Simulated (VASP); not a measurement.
Wanted: the native input for a VASP 6.6.1 run.

| Property | Result |
| --- | --- |
| Task | relaxation of cell and atoms |
| Functional | PBE |
| Potentials or basis | VASP PAW PBE potentials, release 64 (Cu, C) |
| Cutoff | 600 eV |
| k mesh | 10 × 10 × 10 |
| Occupations | gaussian, width 0.1 eV |
| Spin | no spin polarisation |
| Dipole correction | no |
| Further INCAR settings | ALGO = Normal; EDIFF = 1e-06; IBRION = 2; EDIFFG = -0.01; NSW = 100; ISIF = 3 |

The structure of Cu3C lies in POSCAR:

```
Cu3C
1.0
    3.8376246302      0.0000000000      0.0000000000
    0.0000000000      3.8376246302      0.0000000000
    0.0000000000      0.0000000000      3.8376246302
Cu C
3 1
Direct
    0.5000000000      0.0000000000      0.0000000000
    0.0000000000      0.5000000000      0.0000000000
    0.0000000000      0.0000000000      0.5000000000
    0.0000000000      0.0000000000      0.0000000000
```

The cell was generated, and may not be a known phase.

The input as run:

INCAR

```
SYSTEM = Cu3C
  PREC = Accurate
  ENCUT = 600
  EDIFF = 1E-6
  ISMEAR = 0
  SIGMA = 0.1
  LREAL = .False.
  LASPH = .True.
  NELM = 100
  ALGO = Normal
  ISIF = 3
  LWAVE = .False.
  LCHARG = .False.
  GGA = PE
  IBRION = 2
  NSW = 100
  EDIFFG = -0.01
```

KPOINTS

```
regular mesh
0
Gamma
  10 10 10
  0 0 0
```

Potentials or basis: VASP PAW PBE potentials, release 64 (Cu, C).

Command:

```sh
$ cat potpaw_PBE.64/Cu/POTCAR potpaw_PBE.64/C/POTCAR > POTCAR
$ mpirun -np 1 vasp_std > vasp.out
```

Results of the run:

```
Relaxed volume                        : 14.21 Å³/atom
Relaxed cell                          : a = 3.845 Å, b = 3.845 Å, c = 3.845 Å, α = 90.00°, β = 90.00°, γ = 90.00°
Space group after relaxing (to 0.1 Å) : Pm-3m (No. 221)
Energy gained by relaxing             : 0.1 meV/atom
Ionic steps                           : 2
Pressure after relaxing               : -0.1 GPa
Band gap on the k mesh                : zero (an odd number of electrons rules out a gap without spin polarisation)
```

It took 59 s on 1 thread of AMD EPYC 9R45 96-Core Processor (Zen 5), with other jobs on the host, peak memory 0.2 GiB.
